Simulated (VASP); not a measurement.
Runs of VASP 6.6.1 on SnTe3. The structure is that of space group Fm-3m (No. 225), or close to it. The cells are those of the table. 

```csv
cell,gap on the mesh (eV),pressure (GPa)
"a = 5.272 Å, angles 60.0°, 4 atoms",none,7.2
"a = 5.368 Å, angles 60.0°, 4 atoms",none,(b)
"a = 5.461 Å, angles 60.0°, 4 atoms",none,(a)
"a = 5.637 Å, angles 60.0°, 4 atoms",none,-3.5
"a = 5.550 Å, angles 60.0°, 4 atoms",none,-1.9
"a = 5.415 Å, angles 60.0°, 4 atoms",none,1.7
"a = 5.321 Å, angles 60.0°, 4 atoms",none,5.1
```

Alike in all rows: task single point; level PBE; potentials or basis VASP PAW PBE potentials, release 64 (Sn_d, Te); no spin polarisation; k mesh 4 × 4 × 4; cutoff (eV) 520; smearing fermi-dirac 0.05 eV.

Problem. Estimate the missing entries.

Solution. (a) 0.3; (b) 3.3.

Caveats: some runs use coarse meshes; spin-orbit coupling is left out, which moves the levels of the heavy elements.

A k mesh can miss the band edges, and the runs leave out spin-orbit coupling on Sn, Te.

A gap of «none» marks levels without a gap at the run's occupations.
